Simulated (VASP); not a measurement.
# Ti in VASP: further runs

Runs on Ti. Level: r2SCAN. Tasks: single point.

Everything below comes from runs of VASP 6.6.1. Logs are shortened: lines on timing, memory, paths and dates and some standing lists are left out, and cuts for length are marked.

## (1) The cell of the first run

It takes space group Im-3m (No. 229, cubic). Conventional cell: a = 3.333 Å, b = 3.333 Å, c = 3.333 Å, α = 90.00°, β = 90.00°, γ = 90.00°. Ti (site symmetry m-3m) has 14 Ti at 2.89 to 3.33 Å within 3.8 Å.

This isn't the form of Ti at room conditions, which is hcp.

## (2) Single point, r2SCAN (strain +0.025 along x and y, +0.025 along z)

The input, POSCAR:

```
Ti
1.0
   -1.6665422425      1.6665422425      1.6665422425
    1.6665422425     -1.6665422425      1.6665422425
    1.6665422425      1.6665422425     -1.6665422425
Ti
1
Direct
    0.0000000000      0.0000000000      0.0000000000
```

The input, INCAR.step1:

```
  PREC = Accurate
  ENCUT = 520
  ISMEAR = 0
  SIGMA = 0.15
  LREAL = F
  LASPH = T
  NELM = 80
  NBANDS = 12
  GGA = PE
  ALGO = Normal
  EDIFF = 1E-4
  LWAVE = T
  LCHARG = F
```

The input, INCAR.step2:

```
  PREC = Accurate
  ENCUT = 520
  EDIFF = 1E-6
  ISMEAR = 0
  SIGMA = 0.15
  LREAL = F
  LASPH = T
  NELM = 80
  ALGO = Normal
  ISIF = 2
  LWAVE = F
  LCHARG = T
  METAGGA = R2SCAN
  LMIXTAU = T
  LELF = T
  LVHAR = T
  NBANDS = 12
  ISTART = 1
```

The input, KPOINTS:

```
regular mesh
0
Gamma
  26 26 26
```

Potentials or basis: VASP PAW PBE potentials, release 64 (Ti_sv).

Launch:

```bash
cat potpaw_PBE.64/Ti_sv/POTCAR > POTCAR
cp INCAR.step1 INCAR
mpirun -np 1 vasp_std > vasp.out
cp INCAR.step2 INCAR
mpirun -np 1 vasp_std > vasp.out
```

OUTCAR:

```text
PREC = Accurate
   ENCUT = 520
   EDIFF = 1E-6
   ISMEAR = 0
   LREAL = F
   LASPH = T
   NELM = 80
   ISIF = 2
   METAGGA = R2SCAN
   ISTART = 1

 ion  position               nearest neighbor table
   1  0.000  0.000  0.000-

  LATTYP: Found a body centered cubic cell.
 ALAT       =     3.3330844850

  Lattice vectors:

 A1 = (  -1.6665422425,   1.6665422425,   1.6665422425)
 A2 = (   1.6665422425,  -1.6665422425,   1.6665422425)
 A3 = (   1.6665422425,   1.6665422425,  -1.6665422425)

Analysis of symmetry for initial positions (statically):
=====================================================================
 Subroutine PRICEL returns:
 Original cell was already a primitive cell.

 Routine SETGRP: Setting up the symmetry group for a
 body centered cubic supercell.

 Subroutine GETGRP returns: Found 48 space group operations
 (whereof 48 operations were pure point group operations)
 out of a pool of 48 trial point group operations.

The static configuration has the point symmetry O_h .

Analysis of symmetry for dynamics (positions and initial velocities):
=====================================================================
 Subroutine PRICEL returns:
 Original cell was already a primitive cell.

 Routine SETGRP: Setting up the symmetry group for a
 body centered cubic supercell.

 Subroutine GETGRP returns: Found 48 space group operations
 (whereof 48 operations were pure point group operations)
 out of a pool of 48 trial point group operations.

The dynamic configuration has the point symmetry O_h .

 Subroutine INISYM returns: Found 48 space group operations
 (whereof 48 operations are pure point group operations),
 and found     1 'primitive' translations

----------------------------------------------------------------------------------------

                                     Primitive cell

  volume of cell :      18.5144

  direct lattice vectors                    reciprocal lattice vectors
    -1.666542243  1.666542243  1.666542243     0.000000000  0.300022398  0.300022398
     1.666542243 -1.666542243  1.666542243     0.300022398  0.000000000  0.300022398
     1.666542243  1.666542243 -1.666542243     0.300022398  0.300022398  0.000000000

  length of vectors
     2.886535837  2.886535837  2.886535837     0.424295744  0.424295744  0.424295744

  position of ions in fractional coordinates (direct lattice)
     0.000000000  0.000000000  0.000000000

  ion indices of the primitive-cell ions
   primitive index   ion index
                 1           1

----------------------------------------------------------------------------------------

 KPOINTS: regular mesh

Automatic generation of k-mesh.
 Grid dimensions read from file:
 generate k-points for:   26   26   26

 Generating k-lattice:

  Cartesian coordinates                     Fractional coordinates (reciprocal lattice)
     0.000000000  0.011539323  0.011539323     0.038461538  0.000000000  0.000000000
     0.011539323  0.000000000  0.011539323     0.000000000  0.038461538  0.000000000
     0.011539323  0.011539323  0.000000000     0.000000000  0.000000000  0.038461538

  Length of vectors
     0.016319067  0.016319067  0.016319067

  Shift w.r.t. Gamma in fractional coordinates (k-lattice)
     0.000000000  0.000000000  0.000000000

 Subroutine IBZKPT returns following result:
 ===========================================

 Found    511 irreducible k-points:

 Following reciprocal coordinates:
            Coordinates               Weight
  0.000000  0.000000  0.000000      1.000000
  0.038462  0.000000  0.000000     12.000000
  0.076923  0.000000  0.000000     12.000000
  0.115385  0.000000  0.000000     12.000000
  0.153846  0.000000  0.000000     12.000000
  0.192308  0.000000  0.000000     12.000000
[... 16 lines left out ...]
  0.346154  0.038462 -0.000000     48.000000
  0.384615  0.038462  0.000000     48.000000
 [... further k-points ...]
   k-points           NKPTS =    511   k-points in BZ     NKDIM =    511   number of bands    NBANDS=     12
   number of dos      NEDOS =    301   number of ions     NIONS =      1
   total plane-waves  NPLWV =  13824
   dimension x,y,z NGX =    24 NGY =   24 NGZ =   24
   dimension x,y,z NGXF=    48 NGYF=   48 NGZF=   48
   ions per type =               1
   NGX,Y,Z   is equivalent  to a cutoff of  13.82, 13.82, 13.82 a.u.
   NGXF,Y,Z  is equivalent  to a cutoff of  27.64, 27.64, 27.64 a.u.
 SYSTEM =  unknown system
   PREC   = accura    normal or accurate (medium, high low for compatibility)
   ISTART =      1    job   : 0-new  1-cont  2-samecut
   ICHARG =      0    charge: 1-file 2-atom 10-const
   ISPIN  =      1    spin polarized calculation?
   LNONCOLLINEAR =      F non collinear calculations
   LSORBIT =      F    spin-orbit coupling
   LASPH  =      T    aspherical Exc in radial PAW
   ENCUT  =  520.0 eV  38.22 Ry    6.18 a.u.   5.37  5.37  5.37*2*pi/ulx,y,z
   NELM   =     80;   NELMIN=  2; NELMDL=  0     # of ELM steps
   EDIFF  = 0.1E-05   stopping-criterion for ELM
   LREAL  =      F    real-space projection
   EDIFFG = 0.1E-04   stopping-criterion for IOM
   NSW    =      0    number of steps for IOM
   IBRION =     -1    ionic relax: 0-MD 1-quasi-New 2-CG
   NFREE  =      0    steps in history (QN), initial steepest desc. (CG)
   ISIF   =      2    stress and relaxation
   ISYM   =      2    0-nonsym 1-usesym 2-fastsym
   POTIM  = 0.5000    time-step for ionic-motion
   TEBEG  =    0.0;   TEEND  =   0.0 temperature during run
   PSTRESS=    0.0 pullay stress
   NELECT =      12.0000    total number of electrons
   NUPDOWN=      -1.0000    fix difference up-down
   EMIN   =  10.00;   EMAX   =-10.00  energy-range for DOS
   EFERMI =   0.00;   METHOD = LEGACY
   ISMEAR =     0;   SIGMA  =   0.15  broadening in eV -4-tet -1-fermi 0-gaus
   EFERMI_NEDOS =   21; number of points for ismear=-14 and -15
   IALGO  =     38    algorithm
   IMIX   =      4    mixing-type and parameters
     AMIX     =   0.40;   BMIX     =  1.00
     AMIX_MAG =   1.60;   BMIX_MAG =  1.00
  volume/ion in A,a.u.               =      18.51       124.94
  Fermi-wavevector in a.u.,A,eV,Ry     =   1.416769  2.677304 27.310067  2.007233
  Thomas-Fermi vector in A             =   2.538069
   LORBIT       =      0    0 simple, 1 ext, 2 COOP (PROOUT), +10 PAW based schemes
   METAGGA = R2SCAN    functional components
   LHFCALC =     F    Hartree Fock is set to
   AEXX    =    0.0000 exact exchange contribution
   IVDW    =     0    specifies the selected vdW correction
   LEPSILON=     F    determine dielectric tensor
   LRPA    =     F    only Hartree local field effects (RPA)
 non-spin polarized calculation
 Gauss-broadening in eV      SIGMA  =   0.15
  energy-cutoff  :      520.00
  volume of cell :       18.51
 maximum number of plane-waves:       531
 NGX is ok and might be reduce to    24
   NGX = 11   NGY = 11   NGZ = 11

 number of electron      12.0000003 magnetization

 Free energy of the ion-electron system (eV)
  ---------------------------------------------------
  ext. energy  EPLUGINS =         0.00000000
  ---------------------------------------------------
  free energy    TOTEN  =       -12.79916595 eV

  energy without entropy =      -12.77156087  energy(sigma->0) =      -12.78536341

 E-fermi :   7.4671     XC(G=0): -12.0771

 val. band max:        7.4634679604   @ k =  -0.3077  -0.4615   0.0769
 cond. band min:       7.4672918735   @ k =   0.2308   0.0769   0.0769
 fundamental gap:      0.0038239131
 Fermi energy:         7.4670599117

 k-point     1 :       0.0000    0.0000    0.0000
  band No.  band energies     occupation
      1     -51.5916      2.00000
      2     -26.4598      2.00000
      3     -26.4598      2.00000
      4     -26.4598      2.00000
      5       1.2650      2.00000
      6       8.5404      0.00000
      7       8.5404      0.00000
      8       8.5404      0.00000
      9      10.1850      0.00000
     10      10.1850      0.00000
     11      25.0992      0.00000
     12      25.0992      0.00000

 k-point     2 :       0.0385    0.0000    0.0000
  band No.  band energies     occupation
      1     -51.5901      2.00000
      2     -26.4683      2.00000
      3     -26.4624      2.00000
      4     -26.4599      2.00000
      5       1.3148      2.00000
      6       8.5176      0.00000
      7       8.5341      0.00000
      8       8.5751      0.00000
      9      10.1579      0.00000
     10      10.1862      0.00000
     11      24.9948      0.00000
     12      25.0910      0.00000

 k-point     3 :       0.0769    0.0000    0.0000
  band No.  band energies     occupation
      1     -51.5856      2.00000
      2     -26.4932      2.00000
      3     -26.4701      2.00000
      4     -26.4600      2.00000
      5       1.4630      2.00000
      6       8.4514      0.00000
      7       8.5107      0.00000
      8       8.6783      0.00000
      9      10.0859      0.00000
     10      10.1903      0.00000
     11      24.6829      0.00000
     12      25.0440      0.00000
[... 286 lines left out ...]
 k-point    23 :       0.3462    0.0385   -0.0000
  band No.  band energies     occupation
      1     -51.5036      2.00000
      2     -26.9305      2.00000
      3     -26.6089      2.00000
      4     -26.4660      2.00000
      5       4.5456      2.00000
      6       7.3912      1.52524
      7       7.7116      0.02113
      8      10.0886      0.00000
      9      10.4322      0.00000
     10      10.9829      0.00000
     11      17.8496      0.00000
     12      21.6573      0.00000

 k-point    24 :       0.3846    0.0385    0.0000
  band No.  band energies     occupation
      1     -51.4951      2.00000
      2     -26.9736      2.00000
      3     -26.6232      2.00000
      4     -26.4663      2.00000
      5       4.8304      2.00000
      6       7.2954      1.89450
      7       7.8416      0.00041
      8      10.1392      0.00000
      9      10.4747      0.00000
     10      11.2855      0.00000
     11      16.9837      0.00000
     12      21.2978      0.00000

 [... further k-points ...]

------------------------ aborting loop because EDIFF is reached ----------------------------------------

  FORCE on cell =-STRESS in cart. coord.  units (eV):
  Direction    XX          YY          ZZ          XY          YZ          ZX
  --------------------------------------------------------------------------------------
  -------------------------------------------------------------------------------------
  Total       -0.8026544     -0.8026544     -0.8026544     -0.0000000     -0.0000000     -0.0000000
  in kB      -69.4592706    -69.4592706    -69.4592706     -0.0000000     -0.0000000     -0.0000000
  external PRESSURE =     -69.4592706 kB  Pullay stress =       0.0000000 kB

 VOLUME and BASIS-vectors are now :
 -----------------------------------------------------------------------------
  energy-cutoff  :      520.00
  volume of cell :       18.51
      direct lattice vectors                 reciprocal lattice vectors
    -1.666542243  1.666542243  1.666542243     0.000000000  0.300022398  0.300022398
     1.666542243 -1.666542243  1.666542243     0.300022398  0.000000000  0.300022398
     1.666542243  1.666542243 -1.666542243     0.300022398  0.300022398  0.000000000

 POSITION                                       TOTAL-FORCE (eV/Angst)
 -----------------------------------------------------------------------------------
      0.00000      0.00000      0.00000        -0.000000     -0.000000      0.000000
 -----------------------------------------------------------------------------------
    total drift:                                0.000000      0.000000     -0.000000

  FREE ENERGIE OF THE ION-ELECTRON SYSTEM (eV)
  ---------------------------------------------------
  free  energy   TOTEN  =       -12.7991659475 eV

  energy  without entropy=      -12.7715608730  energy(sigma->0) =      -12.78536341
```

Run time: 2 min. Hardware: 1 thread of Intel Xeon 6975P-C (Granite Rapids), shared host; peak memory 0.23 GiB.

What came out:

| Item | Value |
| --- | --- |
| Free energy | -12.7992 eV |
| Pressure | -6.9 GPa |
| Band gap on the k mesh | zero (bands 6 and 7 overlap by 1.74 eV) |

Caveat: the cell differs from its parent crystal (strain +0.025 along x and y, +0.025 along z); the cell stands under tension; the PAW data sets were made with another functional, which shifts forces and pressure a little.

## (3) Single point, r2SCAN (strain +0.050 along x and y, +0.050 along z)

The input, POSCAR:

```
Ti
1.0
   -1.7071896142      1.7071896142      1.7071896142
    1.7071896142     -1.7071896142      1.7071896142
    1.7071896142      1.7071896142     -1.7071896142
Ti
1
Direct
    0.0000000000      0.0000000000      0.0000000000
```

The input, INCAR.step1:

```
PREC = Accurate ; ENCUT = 520
ISMEAR = 0 ; SIGMA = 0.15
LREAL = F ; LASPH = T
NELM = 100 ; NBANDS = 12
GGA = PE ; ALGO = Normal
EDIFF = 1E-4 ; LWAVE = T
LCHARG = F
```

The input, INCAR.step2:

```
PREC = Accurate ; ENCUT = 520
EDIFF = 1E-7 ; ISMEAR = 0
SIGMA = 0.15 ; LREAL = F
LASPH = T ; NELM = 100
ALGO = Normal ; ISIF = 2
LWAVE = F ; LCHARG = F
METAGGA = R2SCAN ; LMIXTAU = T
NBANDS = 12 ; ISTART = 1
```

The input, KPOINTS:

```
Automatic mesh
0
Gamma
  26 26 26
```

Potentials or basis: VASP PAW PBE potentials, release 64 (Ti_sv).

Launch:

```bash
cat potpaw_PBE.64/Ti_sv/POTCAR > POTCAR
cp INCAR.step1 INCAR
mpirun -np 1 vasp_std > vasp.out
cp INCAR.step2 INCAR
mpirun -np 1 vasp_std > vasp.out
```

It took 2.7 min on 1 thread of Intel Xeon 6975P-C (Granite Rapids), shared host; peak memory 0.23 GiB.

The run converged. Its results:

```yaml
Free_energy: -12.7157 eV
Pressure: -12.3 GPa
Band_gap_on_the_k_mesh: zero (bands 6 and 7 overlap by 1.63 eV)
```

Levels at points of the mesh, in eV from the Fermi level:
| k point | band 4 | band 5 | band 6 | band 7 | band 8 | band 9 |
| --- | --- | --- | --- | --- | --- | --- |
| (0.00, 0.00, 0.00) | -34.16 | -6.03 | 0.99 | 0.99 | 0.99 | 2.49 |
| (0.50, 0.00, 0.00) | -34.16 | -2.26 | -0.23 | 0.61 | 2.47 | 2.77 |
| (0.50, 0.50, 0.50) | -34.46 | -1.82 | -1.82 | 3.47 | 3.47 | 3.47 |

Caveat: the cell differs from its parent crystal (strain +0.050 along x and y, +0.050 along z); the cell stands under tension; the PAW data sets were made with another functional, which shifts forces and pressure a little.

## (4) Single point, r2SCAN (strain -0.050 along x and y, -0.025 along z)

The input, POSCAR:

```
Ti
1.0
   -1.5446001272      1.5446001272      1.5852474989
    1.5446001272     -1.5446001272      1.5852474989
    1.5446001272      1.5446001272     -1.5852474989
Ti
1
Direct
    0.0000000000      0.0000000000      0.0000000000
```

The input, INCAR.step1:

```
PREC = Accurate
ENCUT = 520
ISMEAR = 0
SIGMA = 0.15
LREAL = F
LASPH = T
NELM = 60
NBANDS = 12
GGA = PE
ALGO = Normal
EDIFF = 1E-4
LWAVE = T
LCHARG = F
```

The input, INCAR.step2:

```
PREC = Accurate
ENCUT = 520
EDIFF = 1E-7
ISMEAR = 0
SIGMA = 0.15
LREAL = F
LASPH = T
NELM = 60
ALGO = Normal
ISIF = 2
LWAVE = F
LCHARG = T
METAGGA = R2SCAN
LMIXTAU = T
LELF = T
LVHAR = T
NBANDS = 12
ISTART = 1
```

KPOINTS is that of step 3.

Potentials or basis: VASP PAW PBE potentials, release 64 (Ti_sv).

Launch:

```bash
cat potpaw_PBE.64/Ti_sv/POTCAR > POTCAR
cp INCAR.step1 INCAR
mpirun -np 1 vasp_std > vasp.out
cp INCAR.step2 INCAR
mpirun -np 1 vasp_std > vasp.out
```

OUTCAR:

```text
PREC = Accurate
   ENCUT = 520
   EDIFF = 1E-7
   ISMEAR = 0
   LREAL = F
   LASPH = T
   NELM = 60
   ISIF = 2
   METAGGA = R2SCAN
   ISTART = 1

 ion  position               nearest neighbor table
   1  0.000  0.000  0.000-

  LATTYP: Found a body centered tetragonal cell.
 ALAT       =     3.0892002544
 C/A-ratio  =     1.0263157894

  Lattice vectors:

 A1 = (  -1.5446001272,   1.5446001272,   1.5852474989)
 A2 = (   1.5446001272,  -1.5446001272,   1.5852474989)
 A3 = (   1.5446001272,   1.5446001272,  -1.5852474989)

Analysis of symmetry for initial positions (statically):
=====================================================================
 Subroutine PRICEL returns:
 Original cell was already a primitive cell.

 Routine SETGRP: Setting up the symmetry group for a
 body centered tetragonal supercell.

 Subroutine GETGRP returns: Found 16 space group operations
 (whereof 16 operations were pure point group operations)
 out of a pool of 16 trial point group operations.

The static configuration has the point symmetry D_4h.

[... 165 lines left out ...]
 k-point     1 :       0.0000    0.0000    0.0000
  band No.  band energies     occupation
      1     -48.9692      2.00000
      2     -23.5719      2.00000
      3     -23.5717      2.00000
      4     -23.5717      2.00000
      5       3.0766      2.00000
      6      10.8533      0.00000
      7      10.8533      0.00000
      8      11.0902      0.00000
      9      12.8860      0.00000
     10      13.1652      0.00000
     11      28.4061      0.00000
     12      28.9483      0.00000
[... 331 lines left out ...]
 k-point    24 :       0.3846    0.0385   -0.0000
  band No.  band energies     occupation
      1     -48.7537      2.00000
      2     -24.5563      2.00000
      3     -23.8638      2.00000
      4     -23.5836      2.00000
      5       6.6488      2.00000
      6       9.3877      1.98877
      7      10.4295      0.00000
      8      12.9305      0.00000
      9      13.4280      0.00000
     10      14.5422      0.00000
     11      21.5397      0.00000
     12      25.0688      0.00000

 [... further k-points ...]

------------------------ aborting loop because EDIFF is reached ----------------------------------------

  FORCE on cell =-STRESS in cart. coord.  units (eV):
  Direction    XX          YY          ZZ          XY          YZ          ZX
  --------------------------------------------------------------------------------------
  -------------------------------------------------------------------------------------
  Total        1.6991927      1.6991927      1.7518908      0.0000000     -0.0000000      0.0000000
  in kB      179.9550397    179.9550397    185.5360960      0.0000000     -0.0000000      0.0000000
  external PRESSURE =     181.8153918 kB  Pullay stress =       0.0000000 kB

 VOLUME and BASIS-vectors are now :
 -----------------------------------------------------------------------------
  energy-cutoff  :      520.00
  volume of cell :       15.13
      direct lattice vectors                 reciprocal lattice vectors
    -1.544600127  1.544600127  1.585247499     0.000000000  0.323708377  0.315408162
     1.544600127 -1.544600127  1.585247499     0.323708377  0.000000000  0.315408162
     1.544600127  1.544600127 -1.585247499     0.323708377  0.323708377  0.000000000

 POSITION                                       TOTAL-FORCE (eV/Angst)
 -----------------------------------------------------------------------------------
      0.00000      0.00000      0.00000        -0.000000      0.000000     -0.000000
 -----------------------------------------------------------------------------------
    total drift:                                0.000000      0.000000      0.000000

  FREE ENERGIE OF THE ION-ELECTRON SYSTEM (eV)
  ---------------------------------------------------
  free  energy   TOTEN  =       -12.7138797586 eV

  energy  without entropy=      -12.6936812729  energy(sigma->0) =      -12.70378052
```

Run time: 6.4 min. Hardware: 1 thread of Intel Xeon 6975P-C (Granite Rapids), shared host; peak memory 0.33 GiB.

What came out:

```yaml
Free_energy: -12.7139 eV
Pressure: 18.2 GPa
Band_gap_on_the_k_mesh: zero (bands 6 and 7 overlap by 1.98 eV)
```

Levels at points of the mesh, in eV from the Fermi level:
| k point | band 3 | band 4 | band 5 | band 6 | band 7 | band 8 | band 9 | band 10 |
| --- | --- | --- | --- | --- | --- | --- | --- | --- |
| (0.00, 0.00, 0.00) | -33.23 | -33.23 | -6.58 | 1.20 | 1.20 | 1.43 | 3.23 | 3.51 |
| (0.50, 0.00, 0.00) | -33.54 | -33.24 | -2.95 | -0.40 | 1.41 | 3.30 | 3.84 | 5.29 |
| (0.50, 0.50, 0.00) | -33.57 | -33.26 | -2.97 | -0.69 | 1.63 | 3.60 | 3.92 | 5.32 |
| (0.50, 0.50, 0.50) | -33.92 | -33.92 | -2.87 | -2.78 | 4.83 | 4.88 | 4.88 | 9.49 |

Caveat: the cell differs from its parent crystal (strain -0.050 along x and y, -0.025 along z); the cell stands under pressure; the PAW data sets were made with another functional, which shifts forces and pressure a little.

[end of part 1 of 2]
